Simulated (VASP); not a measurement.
A run of VASP 6.6.1 is set up as follows.

INCAR

```
PREC     = Accurate       # precision mode
ENCUT    = 840            # plane-wave cutoff, eV
EDIFF    = 1E-6           # SCF threshold, eV
ISMEAR   = 0              # smearing method
SIGMA    = 0.1            # smearing width, eV
LREAL    = False          # projectors in reciprocal space
LASPH    = True           # aspherical terms in the spheres
NELM     = 120            # most SCF steps
ALGO     = Normal         # electronic algorithm
ISIF     = 2              # what is computed and relaxed
LWAVE    = False          # write WAVECAR
LCHARG   = False          # write CHGCAR
GGA      = PE             # functional
NBANDS   = 18             # bands
GGA_COMPAT= False
```

File KPOINTS:

```
regular mesh
0
Gamma
  6 6 4
```

Contents of POSCAR:

```
RbMgH2
1.0
    3.6178603200      0.0000000000      0.0000000000
   -1.8089301600      3.1331589400      0.0000000000
    0.0000000000      0.0000000000      5.6443766300
Rb Mg H
1 1 2
Direct
    0.0000000000      0.0000000000      0.0000000000
    0.0000000000      0.0000000000      0.5000000000
    0.3333333300      0.6666666700      0.0000000000
    0.6666666700      0.3333333300      0.0000000000
```

Potentials or basis: VASP PAW PBE potentials, release 64 (Rb_sv, Mg_sv, H).

The run is started by

```console
$ cat potpaw_PBE.64/Rb_sv/POTCAR potpaw_PBE.64/Mg_sv/POTCAR potpaw_PBE.64/H/POTCAR > POTCAR
$ mpirun -np 1 vasp_std > vasp.out
```

**Question.** Estimate the pressure.

**Answer.** 16.3 GPa.

**Question.** What does it give for the band gap on the k mesh?

**Answer.** Zero (an odd number of electrons rules out a gap without spin polarisation).

Stress tensor (GPa, compression positive):
```
17.96  0.00  0.00
 0.00 17.96  0.00
 0.00  0.00 12.95
```

Caveat: the stress differs along the axes, from 13 to 18 GPa; an odd number of electrons without spin polarisation forces a metal; a magnetic or distorted state may lie lower.
